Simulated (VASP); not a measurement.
Write the native input for VASP 6.6.1 that does the following.

* Task: single point
* Functional: r2SCAN
* Potentials or basis: VASP PAW PBE potentials, release 64 (Sr_sv, Cl)
* Cutoff: 520 eV
* k mesh: 6 × 6 × 6
* Occupations: gaussian, width 0.01 eV
* Spin: no spin polarisation
* Dipole correction: no
* Further INCAR settings: ALGO = Normal; EDIFF = 1e-06; NBANDS = 19

The system is SrCl2.

```
Sr Cl
1.0
     4.51214    0.00000    0.00000
    -2.25607    3.90763    0.00000
     0.00000    0.00000    5.43177
Sr Cl
1 2
Direct
  0.00000 0.00000 0.00000
  0.33333 0.66667 0.24523
  0.66667 0.33333 0.75477
```

This cell differs from its parent crystal: epitaxial xy strain +2.4%.

These files were run (other wordings do the same):

POSCAR

```
SrCl2
1.0
    4.5121414295      0.0000000000      0.0000000000
   -2.2560707147      3.9076291034      0.0000000000
    0.0000000000      0.0000000000      5.4317679063
Sr Cl
1 2
Direct
    0.0000000000      0.0000000000      0.0000000000
    0.3333333333      0.6666666667      0.2452279687
    0.6666666667      0.3333333333      0.7547720313
```

INCAR.step1

```
SYSTEM = SrCl2
ALGO = Normal ; EDIFF = 1E-4
ENCUT = 520 ; GGA = PE
ISMEAR = 0 ; LASPH = .True.
LCHARG = .False. ; LREAL = .False.
LWAVE = .True. ; NBANDS = 19
NELM = 60 ; PREC = Accurate
SIGMA = 0.01
```

INCAR.step2

```
SYSTEM = SrCl2
ALGO = Normal ; EDIFF = 1E-6
ENCUT = 520 ; ISIF = 2
ISMEAR = 0 ; ISTART = 1
LASPH = .True. ; LCHARG = .False.
LMIXTAU = .True. ; LREAL = .False.
LWAVE = .False. ; METAGGA = R2SCAN
NBANDS = 19 ; NELM = 60
PREC = Accurate ; SIGMA = 0.01
```

KPOINTS

```
k-points
0
Gamma
  6 6 6
  0 0 0
```

Potentials or basis: VASP PAW PBE potentials, release 64 (Sr_sv, Cl).

Command:

```console
$ cat potpaw_PBE.64/Sr_sv/POTCAR potpaw_PBE.64/Cl/POTCAR > POTCAR
$ cp INCAR.step1 INCAR
$ mpirun -np 1 vasp_std > vasp.out
$ cp INCAR.step2 INCAR
$ mpirun -np 1 vasp_std > vasp.out
```

It gave:

```
Pressure               : -0.1 GPa
Largest force          : 0.009 eV/Å
Band gap on the k mesh : 5.55 eV, direct
```

Caveat: the cell differs from its parent crystal (epitaxial xy strain +2.4%); the PAW data sets were made with another functional, which shifts forces and pressure a little.

It took 3.7 min on 1 thread of Intel(R) Xeon(R) Platinum 8259CL CPU @ 2.50GHz (Skylake/Cascade Lake) (shared host), peak memory 0.26 GiB.
